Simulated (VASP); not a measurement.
Runs of VASP 6.6.1 on Co. The structure is that of space group P6_3/mmc (No. 194), or close to it. The cells are those of the table. 

```tsv
cell	gap on the mesh (eV)	pressure (GPa)	moment (μB)
a = 2.492, b = 2.492, c = 8.159 Å, angles 90.0, 90.0, 120.0°, 4 atoms	none	-2.3	6.38
a = 2.448, b = 2.448, c = 8.016 Å, angles 90.0, 90.0, 120.0°, 4 atoms	none	9.7	6.20
a = 2.403, b = 2.403, c = 7.867 Å, angles 90.0, 90.0, 120.0°, 4 atoms	none	(c)	6.00
a = 2.535, b = 2.535, c = 8.298 Å, angles 90.0, 90.0, 120.0°, 4 atoms	none	-10.9	6.56
a = 2.514, b = 2.514, c = 8.230 Å, angles 90.0, 90.0, 120.0°, 4 atoms	none	-7.0	(b)
a = 2.471, b = 2.471, c = 8.088 Å, angles 90.0, 90.0, 120.0°, 4 atoms	none	(d)	6.29
a = 2.426, b = 2.426, c = 7.942 Å, angles 90.0, 90.0, 120.0°, 4 atoms	none	(a)	6.11
```

Alike in all rows: task single point; level PBE; potentials or basis VASP PAW PBE potentials, release 64 (Co); spin collinear, ferromagnetic start; k mesh 11 × 11 × 3; cutoff (eV) 520; smearing fermi-dirac 0.15 eV.

**Question.** Fill in the values left out.

**Answer.** (a) 17.3; (b) 6.47; (c) 26.0; (d) 3.3.

Caveats: the cell stands under pressure (at least some runs); the cell stands under tension (at least some runs).

A gap of «none» marks levels without a gap at the run's occupations.
